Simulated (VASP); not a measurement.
# Li (a cell with a defect) in VASP: single point with PBEsol

Aim: the single point of Li (a cell with a defect) with PBEsol.

All numbers are computed with VASP 6.6.1; they aren't measurements. Logs are shortened: lines on timing, memory, paths and dates and some standing lists are left out, and cuts for length are marked.

## Step 1: The cell of the first run

The cell holds a defect, 17 atoms: a = 6.980 Å, b = 6.980 Å, c = 6.980 Å, α = 90.00°, β = 90.00°, γ = 90.00°.

## Step 2: Single point, PBEsol

Contents of INCAR:

```
SYSTEM = Li
  ALGO = Normal
  EDIFF = 1E-7
  ENCUT = 520
  GGA = PS
  ISIF = 2
  ISMEAR = -1
  LASPH = .True.
  LCHARG = .True.
  LELF = .True.
  LREAL = Auto
  LVHAR = .True.
  LWAVE = .False.
  NBANDS = 40
  NELM = 100
  PREC = Accurate
  SIGMA = 0.15
```

Contents of KPOINTS:

```
k-points
0
Gamma
  3 3 3
  0 0 0
```

Contents of POSCAR:

```
Li
1.0
    6.9800000000      0.0000000000      0.0000000000
    0.0000000000      6.9800000000      0.0000000000
    0.0000000000      0.0000000000      6.9800000000
Li
17
Direct
   -0.0092755014     -0.0148733524     -0.0023044413
    0.4960479943     -0.0011124642      0.0203979943
    0.0162166189      0.5319081662     -0.0369816619
    0.0473756447     -0.0768491404      0.5899121777
    0.2148171920      0.2413869628      0.2482607450
    0.4521080229      0.5035550143      0.0125193410
    0.4732845272      0.0006763610      0.4893527221
    0.7434011461      0.3337792264      0.1470568768
   -0.0072765043      0.4897500000      0.5067170487
    0.2256034384      0.7473547278      0.2612553009
    0.2435303725      0.2423091691      0.7556563037
    0.4991110315      0.4670657593      0.4780244986
    0.7418138968      0.7354659026      0.2561070201
    0.7329002865      0.2427893983      0.7525027221
    0.3022810888      0.7220793696      0.7482464183
    0.7217958453      0.7360919771      0.7501488539
    0.8358216332      0.1035424069      0.3839746418
```

Potentials or basis: VASP PAW PBE potentials, release 64 (Li_sv).

On the command line:

```console
cat potpaw_PBE.64/Li_sv/POTCAR > POTCAR
mpirun -np 1 vasp_std > vasp.out
```

OUTCAR:

```text
SYSTEM = Li
   EDIFF = 1E-7
   ENCUT = 520
   GGA = PS
   ISIF = 2
   ISMEAR = -1
   LASPH = .True.
   LREAL = Auto
   NELM = 100
   PREC = Accurate

 ion  position               nearest neighbor table
   1  0.991  0.985  0.998-
   2  0.496  0.999  0.020-
   3  0.016  0.532  0.963-
   4  0.047  0.923  0.590-  17 2.41  15 2.52
   5  0.215  0.241  0.248-
   6  0.452  0.504  0.013-   8 2.53
   7  0.473  0.001  0.489-
   8  0.743  0.334  0.147-  17 2.39   6 2.53
   9  0.993  0.490  0.507-
  10  0.226  0.747  0.261-
  11  0.244  0.242  0.756-
  12  0.499  0.467  0.478-
  13  0.742  0.735  0.256-
  14  0.733  0.243  0.753-
  15  0.302  0.722  0.748-   4 2.52
  16  0.722  0.736  0.750-
  17  0.836  0.104  0.384-   8 2.39   4 2.41

  LATTYP: Found a simple cubic cell.
 ALAT       =     6.9800000000

  Lattice vectors:

 A1 = (   6.9800000000,   0.0000000000,   0.0000000000)
 A2 = (   0.0000000000,   6.9800000000,   0.0000000000)
 A3 = (   0.0000000000,   0.0000000000,   6.9800000000)

Analysis of symmetry for initial positions (statically):
=====================================================================
 Subroutine PRICEL returns:
 Original cell was already a primitive cell.

 Routine SETGRP: Setting up the symmetry group for a
 simple cubic supercell.

 Subroutine GETGRP returns: Found  1 space group operations
 (whereof  1 operations were pure point group operations)
 out of a pool of 48 trial point group operations.

The static configuration has the point symmetry C_1 .

Analysis of symmetry for dynamics (positions and initial velocities):
=====================================================================
 Subroutine PRICEL returns:
 Original cell was already a primitive cell.

 Routine SETGRP: Setting up the symmetry group for a
 simple cubic supercell.

 Subroutine GETGRP returns: Found  1 space group operations
 (whereof  1 operations were pure point group operations)
 out of a pool of 48 trial point group operations.

The dynamic configuration has the point symmetry C_1 .
[... 113 lines left out ...]
   LNONCOLLINEAR =      F non collinear calculations
   LSORBIT =      F    spin-orbit coupling
   LASPH  =      T    aspherical Exc in radial PAW
   ENCUT  =  520.0 eV  38.22 Ry    6.18 a.u.  12.98 12.98 12.98*2*pi/ulx,y,z
   NELM   =    100;   NELMIN=  2; NELMDL= -5     # of ELM steps
   EDIFF  = 0.1E-06   stopping-criterion for ELM
   LREAL  =      T    real-space projection
   EDIFFG = 0.1E-05   stopping-criterion for IOM
   NSW    =      0    number of steps for IOM
   IBRION =     -1    ionic relax: 0-MD 1-quasi-New 2-CG
   NFREE  =      0    steps in history (QN), initial steepest desc. (CG)
   ISIF   =      2    stress and relaxation
   ISYM   =      2    0-nonsym 1-usesym 2-fastsym
   POTIM  = 0.5000    time-step for ionic-motion
   TEBEG  =    0.0;   TEEND  =   0.0 temperature during run
   PSTRESS=    0.0 pullay stress
   NELECT =      51.0000    total number of electrons
   NUPDOWN=      -1.0000    fix difference up-down
   EMIN   =  10.00;   EMAX   =-10.00  energy-range for DOS
   EFERMI =   0.00;   METHOD = LEGACY
   ISMEAR =    -1;   SIGMA  =   0.15  broadening in eV -4-tet -1-fermi 0-gaus
   EFERMI_NEDOS =   21; number of points for ismear=-14 and -15
   IALGO  =     38    algorithm
   IMIX   =      4    mixing-type and parameters
     AMIX     =   0.40;   BMIX     =  1.00
     AMIX_MAG =   1.60;   BMIX_MAG =  1.00
  volume/ion in A,a.u.               =      20.00       134.99
  Fermi-wavevector in a.u.,A,eV,Ry     =   0.869780  1.643646 10.293044  0.756517
  Thomas-Fermi vector in A             =   1.988651
   LORBIT       =      0    0 simple, 1 ext, 2 COOP (PROOUT), +10 PAW based schemes
   GGA     = PS    functional components
   LHFCALC =     F    Hartree Fock is set to
   AEXX    =    0.0000 exact exchange contribution
   IVDW    =     0    specifies the selected vdW correction
   LEPSILON=     F    determine dielectric tensor
   LRPA    =     F    only Hartree local field effects (RPA)
 non-spin polarized calculation
  energy-cutoff  :      520.00
  volume of cell :      340.07
 maximum number of plane-waves:      9180
 NGX is ok and might be reduce to    54
   NGX = 25   NGY = 25   NGZ = 25

 number of electron      50.9999994 magnetization

 Free energy of the ion-electron system (eV)
  ---------------------------------------------------
  ext. energy  EPLUGINS =         0.00000000
  ---------------------------------------------------
  free energy    TOTEN  =       -33.05099195 eV

  energy without entropy =      -32.53755013  energy(sigma->0) =      -32.79427104

 E-fermi :   0.6235     XC(G=0):  -7.0455

 val. band max:        0.6177279047   @ k =   0.0000  -0.3333   0.3333
 cond. band min:       0.6271232586   @ k =   0.0000   0.0000   0.0000
 fundamental gap:      0.0093953538
 Fermi energy:         0.6234534408

 k-point     1 :       0.0000    0.0000    0.0000
  band No.  band energies     occupation
      1     -45.4273      2.00000
      2     -45.3715      2.00000
      3     -45.3198      2.00000
      4     -45.3093      2.00000
      5     -45.2889      2.00000
      6     -45.2853      2.00000
[... 549 lines left out ...]
     36       3.8255      0.00000
     37       3.9439      0.00000
 [bands above 37 left out]

------------------------ aborting loop because EDIFF is reached ----------------------------------------

  FORCE on cell =-STRESS in cart. coord.  units (eV):
  Direction    XX          YY          ZZ          XY          YZ          ZX
  --------------------------------------------------------------------------------------
  -------------------------------------------------------------------------------------
  Total        0.7131202      0.2337544      0.6517274     -0.4822607     -0.8239083      0.5908429
  in kB        3.3597507      1.1012960      3.0705086     -2.2720936     -3.8817107      2.7836609
  external PRESSURE =       2.5105185 kB  Pullay stress =       0.0000000 kB

 VOLUME and BASIS-vectors are now :
 -----------------------------------------------------------------------------
  energy-cutoff  :      520.00
  volume of cell :      340.07
      direct lattice vectors                 reciprocal lattice vectors
     6.980000000  0.000000000  0.000000000     0.143266476  0.000000000  0.000000000
     0.000000000  6.980000000  0.000000000     0.000000000  0.143266476  0.000000000
     0.000000000  0.000000000  6.980000000     0.000000000  0.000000000  0.143266476

 POSITION                                       TOTAL-FORCE (eV/Angst)
 -----------------------------------------------------------------------------------
      6.91526      6.87618      6.96391         0.001250     -0.001769     -0.000746
      3.46242      6.97223      0.14238        -0.000965     -0.001236     -0.005789
      0.11319      3.71272      6.72187        -0.010309     -0.003194      0.003521
      0.33068      6.44359      4.11759         0.003728     -0.006372     -0.002917
      1.49942      1.68488      1.73286        -0.003416     -0.000295      0.004065
      3.15571      3.51481      0.08739        -0.000706     -0.007483      0.000718
[... 9 lines left out ...]
      5.03814      5.13792      5.23604        -0.005064      0.006162     -0.004323
      5.83403      0.72273      2.68014         0.001212      0.001022      0.010435
 -----------------------------------------------------------------------------------
    total drift:                               -0.004411     -0.008446      0.006543

  FREE ENERGIE OF THE ION-ELECTRON SYSTEM (eV)
  ---------------------------------------------------
  free  energy   TOTEN  =       -33.0509919464 eV

  energy  without entropy=      -32.5375501260  energy(sigma->0) =      -32.79427104
```

OSZICAR:

```text
N       E                     dE             d eps       ncg     rms          rms(c)
DAV:   1     0.289665202410E+03    0.28967E+03   -0.21867E+04  1136   0.126E+03
DAV:   2     0.438967824841E+02   -0.24577E+03   -0.23166E+03  1128   0.339E+02
DAV:   3    -0.170868576153E+02   -0.60984E+02   -0.59118E+02  2088   0.833E+01
DAV:   4    -0.304022089215E+02   -0.13315E+02   -0.13120E+02  1920   0.636E+01
DAV:   5    -0.331065868813E+02   -0.27044E+01   -0.27035E+01  2112   0.186E+01    0.181E+00
DAV:   6    -0.330668905897E+02    0.39696E-01   -0.58728E-01  1696   0.439E+00    0.966E-01
DAV:   7    -0.330488661122E+02    0.18024E-01   -0.12613E-01  1952   0.137E+00    0.172E-01
DAV:   8    -0.330507993159E+02   -0.19332E-02   -0.28046E-02  1792   0.632E-01    0.125E-01
DAV:   9    -0.330509684129E+02   -0.16910E-03   -0.18204E-03  1800   0.182E-01    0.792E-02
DAV:  10    -0.330509926555E+02   -0.24243E-04   -0.26136E-04  1808   0.102E-01    0.163E-02
DAV:  11    -0.330509933709E+02   -0.71540E-06   -0.10653E-04  1760   0.545E-02    0.805E-03
DAV:  12    -0.330509940287E+02   -0.65776E-06   -0.14118E-05  1800   0.189E-02    0.711E-03
DAV:  13    -0.330509914780E+02    0.25506E-05   -0.36630E-06  1904   0.120E-02    0.118E-03
DAV:  14    -0.330509918642E+02   -0.38621E-06   -0.20814E-06  1736   0.605E-03    0.834E-04
DAV:  15    -0.330509919464E+02   -0.82174E-07   -0.40072E-08   920   0.163E-03
   1 F= -.33050992E+02 E0= -.32794271E+02  d E =-.513442E+00
```

stdout:

```text
POSCAR found type information on POSCAR Li
 POSCAR found :  1 types and      17 ions
 scaLAPACK will be used
 -----------------------------------------------------------------------------
|                                                                             |
|                                                                             |
|     You enforced a specific xc type in the INCAR file but a different       |
|     I HOPE YOU KNOW WHAT YOU ARE DOING!                                     |
|                                                                             |
 -----------------------------------------------------------------------------

 LDA part: xc-table for (Slater+PW92), standard interpolation
 POSCAR, INCAR and KPOINTS ok, starting setup
 FFT: planning ... GRIDC
 FFT: planning ... GRID_SOFT
 FFT: planning ... GRID
 WAVECAR not read
 entering main loop
```

It took 3.1 min on 1 thread of AMD EPYC 9R45 (Zen 5), shared host; peak memory 0.37 GiB.

Results:

```yaml
Free_energy: -33.0510 eV
Largest_force: 0.015 eV/Å
Band_gap_on_the_k_mesh: zero (an odd number of electrons rules out a gap without spin polarisation)
```

Forces on the atoms (eV/Å):
```
Li   0.001 -0.002 -0.001
Li  -0.001 -0.001 -0.006
Li  -0.010 -0.003  0.004
Li   0.004 -0.006 -0.003
Li  -0.003  0.000  0.004
Li  -0.001 -0.007  0.001
Li   0.001 -0.003  0.003
Li   0.004 -0.004  0.005
Li   0.000  0.004  0.001
Li   0.001  0.005 -0.007
Li  -0.005  0.010 -0.002
Li  -0.001 -0.001  0.004
Li   0.000 -0.003 -0.008
Li   0.000  0.004  0.002
Li   0.015  0.001 -0.003
Li  -0.005  0.006 -0.004
Li   0.001  0.001  0.010
```

Levels at points of the mesh, in eV from the Fermi level:
| k point | band 23 | band 24 | band 25 | band 26 | band 27 | band 28 |
| --- | --- | --- | --- | --- | --- | --- |
| (0.00, 0.00, 0.00) | -1.17 | -1.16 | 0.00 | 0.06 | 0.30 | 0.32 |

Caveat: the cutoff is under 1.25 times the usual one of these potentials, so pressure, stress and relaxed cells hold a basis-set (Pulay) error; the PAW data sets were made with another functional, which shifts forces and pressure a little.
